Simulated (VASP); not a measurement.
The system is AlAs.

```
Al As
1.0
     0.00000    2.83050    2.83050
     2.83050    0.00000    2.83050
     2.83050    2.83050    0.00000
Al As
1 1
Direct
  0.00000 0.00000 0.00000
  0.25000 0.25000 0.25000
```

| Quantity | Value |
| --- | --- |
| Program | VASP 6.6.1 |
| Task | relaxation of cell and atoms |
| Functional | PBE |
| Potentials or basis | VASP PAW PBE potentials, release 64 (Al, As) |
| Cutoff | 500 eV |
| k mesh | 8 × 8 × 8 |
| Occupations | gaussian, width 0.02 eV |
| Spin | no spin polarisation |

At the start: pressure 2.8 GPa; volume 22.68 Å³/atom.

Q: Where does the relaxation end?

A: Over 3 steps the energy falls by 7.3 meV/atom and the volume is 23.55 Å³/atom (+3.8 %); space group F-43m (No. 216, to 0.1 Å) before and after.

The path:
| step | energy change (eV) | largest force (eV/Å) | pressure (GPa) | volume (Å³) |
| --- | --- | --- | --- | --- |
| 1 | 0.0000 | 0.0000 | 2.76 | 45.35 |
| 2 | -0.0113 | 0.0000 | -1.18 | 47.97 |
| 3 | -0.0145 | 0.0000 | 0.01 | 47.10 |

Final structure:
```cif
data_structure
_symmetry_space_group_name_H-M 'P 1'
_symmetry_Int_Tables_number 1
_cell_length_a 4.0535
_cell_length_b 4.0535
_cell_length_c 4.0535
_cell_angle_alpha 60.000
_cell_angle_beta 60.000
_cell_angle_gamma 60.000
_cell_volume 47.10
loop_
_atom_site_label
_atom_site_type_symbol
_atom_site_fract_x
_atom_site_fract_y
_atom_site_fract_z
_atom_site_occupancy
Al1 Al 0.00000 0.00000 0.00000 1
As1 As 0.25000 0.25000 0.25000 1
```
